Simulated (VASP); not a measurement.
A run of VASP 6.6.1:

File INCAR:

```
SYSTEM = YZn
PREC = Accurate ; ENCUT = 520
EDIFF = 1E-6 ; ISMEAR = -1
SIGMA = 0.05 ; LREAL = .FALSE.
LASPH = .TRUE. ; NELM = 80
ALGO = Normal ; ISIF = 2
LWAVE = .FALSE. ; LCHARG = .FALSE.
GGA = PS ; NBANDS = 18
```

KPOINTS

```
Automatic mesh
0
G
  7 7 7
  0 0 0
```

POSCAR

```
YZn
1.0
    3.5300826192      0.0000000000      0.0000000000
    0.0000000000      3.5300826192      0.0000000000
    0.0000000000      0.0000000000      3.5300826192
Y Zn
1 1
Direct
    0.0000000000      0.0000000000      0.0000000000
    0.5000000000      0.5000000000      0.5000000000
```

Potentials or basis: VASP PAW PBE potentials, release 64 (Y_sv, Zn).

The run is started by

```bash
$ cat potpaw_PBE.64/Y_sv/POTCAR potpaw_PBE.64/Zn/POTCAR > POTCAR
$ mpirun -np 1 vasp_std > vasp.out
```

Hardware: 1 thread of Intel(R) Xeon(R) 6975P-C (Granite Rapids) (shared host).

Task: How long does it take, and how much memory?

Result: It took 9.1 s on 1 thread of Intel(R) Xeon(R) 6975P-C (Granite Rapids), with other jobs on the host, peak memory 0.18 GiB. Counts: scf iterations 14, k points 20.
